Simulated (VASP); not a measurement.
Runs of VASP 6.6.1 on TaN. The structure is that of space group Immm (No. 71), or close to it. The cells are those of the table. 

```csv
potentials or basis,cell,cutoff (eV),second run,gap on the mesh (eV),pressure (GPa)
"VASP PAW PBE potentials, release 64 (Ta_pv, N)","a = 3.297, b = 3.097, c = 3.097 Å, angles 55.6, 57.8, 57.8°, 2 atoms",520,-,none,3.1
"VASP PAW PBE potentials, release 64 (Ta_sv_GW, N)","a = 3.268, b = 3.097, c = 3.097 Å, angles 56.3, 58.1, 58.1°, 2 atoms",600,valence_matched,none,(a)
"VASP PAW PBE potentials, release 64 (Ta_pv, N)","a = 2.862, b = 3.098, c = 3.098 Å, angles 64.9, 62.5, 62.5°, 2 atoms",520,-,none,3.8
"VASP PAW PBE potentials, release 64 (Ta_pv, N)","a = 3.268, b = 3.097, c = 3.097 Å, angles 56.3, 58.1, 58.1°, 2 atoms",520,-,none,2.6
```

Alike in all rows: task single point; level PBEsol; no spin polarisation; k mesh 24 × 24 × 24; smearing gaussian 0.15 eV.

Task: Estimate the missing entries.

Result: (a) 1.7.

Caveats: the PAW data sets were made with another functional, which shifts forces and pressure a little; spin-orbit coupling is left out, which moves the levels of the heavy elements.

A k mesh can miss the band edges, and the runs leave out spin-orbit coupling on Ta.

A gap of «none» marks levels without a gap at the run's occupations.

The runs don't all hold the same shells in valence.
